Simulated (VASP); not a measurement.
**HfBi3O: single point with PBE**

HfBi3O:

```
Hf Bi O
1.0
     6.62134    0.00000    0.00000
    -3.31067    5.73425    0.00000
     0.00000    0.00000    3.86958
Hf Bi O
1 3 1
Direct
  0.00000 0.00000 0.00000
  0.50000 0.00000 0.00000
  0.00000 0.50000 0.00000
  0.50000 0.50000 0.00000
  0.00000 0.00000 0.50000
```

The cell was generated, and may not be a known phase.

```json
{"Program": "VASP 6.6.1", "Task": "single point", "Functional": "PBE", "Potentials or basis": "VASP PAW PBE potentials, release 64 (Hf_pv, Bi_d, O)", "Cutoff": "520 eV", "k mesh": "3 × 3 × 4", "Occupations": "gaussian, width 0.1 eV", "Spin": "no spin polarisation"}
```

| Quantity | Value |
| --- | --- |
| Pressure | -0.5 GPa |
| Band gap on the k mesh | zero (an odd number of electrons rules out a gap without spin polarisation) |

Stress tensor (GPa, compression positive):
```
-0.43  0.00  0.00
 0.00 -0.43  0.00
 0.00  0.00 -0.74
```

Levels at points of the mesh, in eV from the Fermi level:
```tsv
k point	band 28	band 29	band 30	band 31	band 32	band 33	band 34	band 35
(0.00, 0.00, 0.00)	-2.17	0.07	0.50	1.32	1.32	1.79	1.79	2.66
(0.00, 0.00, 0.50)	-2.62	-2.62	-1.08	-1.08	0.57	1.55	1.55	3.25
```

Run time: 26 s on 1 thread of Intel(R) Xeon(R) 6975P-C (Granite Rapids), on a shared host, peak memory 0.28 GiB.

Caveat: the k points lie up to 0.41 Å⁻¹ apart, too coarse for converged energies and pressures of a metal; spin-orbit coupling is left out, which moves the levels of the heavy elements; an odd number of electrons without spin polarisation forces a metal; a magnetic or distorted state may lie lower.
